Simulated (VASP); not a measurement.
Sn3Bi, 4 atoms in the cell. It takes space group Fm-3m (No. 225, cubic). Conventional cell: a = 7.680 Å, b = 7.680 Å, c = 7.680 Å, α = 90.00°, β = 90.00°, γ = 90.00°. Sn (site symmetry m-3m) has 8 Sn at 3.33 Å and 6 Bi at 3.84 Å within 4.4 Å. Within 4.4 Å of Sn (site symmetry -43m) lie 10 Sn at 3.33 to 3.84 Å and 4 Bi at 3.33 Å. Within 4.4 Å of Bi (site symmetry m-3m) lie 14 Sn at 3.33 to 3.84 Å. 

```yaml
Program: VASP 6.6.1
Task: single point
Functional: r2SCAN
Potentials_or_basis: VASP PAW PBE potentials, release 64 (Sn_d, Bi_d)
Cutoff: 520 eV
k_mesh: 10 × 10 × 10
Occupations: gaussian, width 0.1 eV
Spin: no spin polarisation
Dipole_correction: no
Further_INCAR_settings: ALGO = Normal; EDIFF = 1e-06; NBANDS = 36
```

Potentials or basis: VASP PAW PBE potentials, release 64 (Sn_d, Bi_d).

Run with:

```bash
$ cat potpaw_PBE.64/Sn_d/POTCAR potpaw_PBE.64/Bi_d/POTCAR > POTCAR
$ cp INCAR.step1 INCAR
$ mpirun -np 1 vasp_std > vasp.out
$ cp INCAR.step2 INCAR
$ mpirun -np 1 vasp_std > vasp.out
```

Hardware: 1 thread of AMD EPYC 7R13 Processor (Zen 3), on a shared host.

Task: Estimate the wall time of this run.

Result: Run time: 8.1 min on 1 thread of AMD EPYC 7R13 Processor (Zen 3), on a shared host, peak memory 0.33 GiB. Counts: k points 47.
